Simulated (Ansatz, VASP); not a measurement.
Two plane-wave programs on Ta4Cu

The input INCAR:

```
SYSTEM = Ta4Cu
  ALGO = Normal
  EDIFF = 1E-7
  ENCUT = 520
  GGA = PE
  ISIF = 2
  ISMEAR = 0
  LASPH = .True.
  LCHARG = .False.
  LREAL = .False.
  LWAVE = .False.
  NBANDS = 36
  NELM = 100
  PREC = Accurate
  SIGMA = 0.1
```

KPOINTS

```
k-points
0
Gamma
  6 6 4
  0 0 0
```

File POSCAR:

```
Ta4Cu
1.0
    3.8736585700      0.0000000000      0.0000000000
   -1.9368292800      3.3546867300      0.0000000000
    0.0000000000      0.0000000000      6.1686016400
Ta Cu
4 1
Direct
    0.3333333300      0.6666666700      0.0000000000
    0.6666666700      0.3333333300      0.0000000000
    0.0000000000      0.0000000000      0.6854921500
    0.0000000000      0.0000000000      0.3145078500
    0.0000000000      0.0000000000      0.0000000000
```

Input for Ansatz:

```yaml
crystal:
  lattice:
    - [3.87365857, 0.0, 0.0]
    - [-1.93682928, 3.35468673, 0.0]
    - [0.0, 0.0, 6.16860164]
  atoms:
    - { symbol: Ta, position: [0.33333333, 0.66666667, 0.0] }
    - { symbol: Ta, position: [0.66666667, 0.33333333, 0.0] }
    - { symbol: Ta, position: [0.0, 0.0, 0.68549215] }
    - { symbol: Ta, position: [0.0, 0.0, 0.31450785] }
    - { symbol: Cu, position: [0.0, 0.0, 0.0] }
basis:
  ecutwfc: 420
kpoints:
  mp_grid: { grid: [6, 6, 4] }
hamiltonian:
  xc: pbe
scf:
  occupations: { method: gaussian, width: 0.1 }
  lower_state_search: "off"
output:
  forces: true
  stress: true
  eigenvalues: true
```

Alike in both runs: task single point; functional PBE; k mesh 6 × 6 × 4; occupations gaussian, width 0.1 eV; no spin polarisation.

|  | VASP | Ansatz |
| --- | --- | --- |
| version | VASP 6.6.1 | Ansatz 0.2.0 |
| potentials or method | VASP PAW PBE potentials, release 64 (Ta_pv, Cu), cutoff 520 eV | scalar-relativistic, plane waves, PAW |
| valence electrons in the cell | 55 | 71 |

```csv
,VASP,Ansatz,Ansatz less VASP
gap on the k mesh at the Fermi level (eV),none,none,-
rms of the force components (eV/Å),4.742,4.755,+0.0135
```

Atom by atom the forces differ by 0.014 eV/Å (rms over components). A gap of «none» marks a metal or a gap that the smearing closes. VASP's potentials hold 55 valence electrons a cell and Ansatz's 71, so a difference there can come from the potentials and not from the codes.

Neither program's run includes spin-orbit coupling.
